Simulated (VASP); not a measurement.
Set up this calculation in VASP 6.6.1, as the native input.

* Task: single point
* Functional: PBE
* Potentials or basis: VASP PAW PBE potentials, release 64 (Lu, Ge_d, O)
* Cutoff: 520 eV
* k mesh: 6 × 6 × 2
* Occupations: gaussian, width 0.1 eV
* Spin: no spin polarisation
* Dipole correction: no
* Further INCAR settings: ALGO = Normal; EDIFF = 1e-07; NBANDS = 44

The structure of LuGe3O lies in POSCAR:

```
LuGe3O
1.0
    3.1914494312      0.0000000000      0.0000000000
    0.0000000000      3.1914494312      0.0000000000
    0.0000000000      0.0000000000      9.3163268789
Lu Ge O
1 3 1
Direct
    0.0000000000      0.0000000000      0.0000000000
    0.5000000000      0.5000000000      0.3198844121
    0.5000000000      0.5000000000      0.6801155879
    0.0000000000      0.0000000000      0.5000000000
    0.5000000000      0.5000000000      0.0000000000
```

The input as run:

INCAR

```
SYSTEM = LuGe3O
PREC = Accurate
ENCUT = 520
EDIFF = 1E-7
ISMEAR = 0
SIGMA = 0.1
LREAL = .FALSE.
LASPH = .TRUE.
NELM = 100
ALGO = Normal
ISIF = 2
LWAVE = .FALSE.
LCHARG = .FALSE.
GGA = PE
NBANDS = 44
```

KPOINTS

```
regular mesh
0
G
  6 6 2
  0 0 0
```

Potentials or basis: VASP PAW PBE potentials, release 64 (Lu, Ge_d, O).

Run with:

```console
$ cat potpaw_PBE.64/Lu/POTCAR potpaw_PBE.64/Ge_d/POTCAR potpaw_PBE.64/O/POTCAR > POTCAR
$ mpirun -np 1 vasp_std > vasp.out
```

Results of the run:

| Item | Value |
| --- | --- |
| Pressure | 0.3 GPa |

Caveat: an odd number of electrons without spin polarisation forces a metal; a magnetic or distorted state may lie lower.

It took 55 s on 1 thread of Intel(R) Xeon(R) 6975P-C (Granite Rapids) (shared host), peak memory 0.25 GiB.
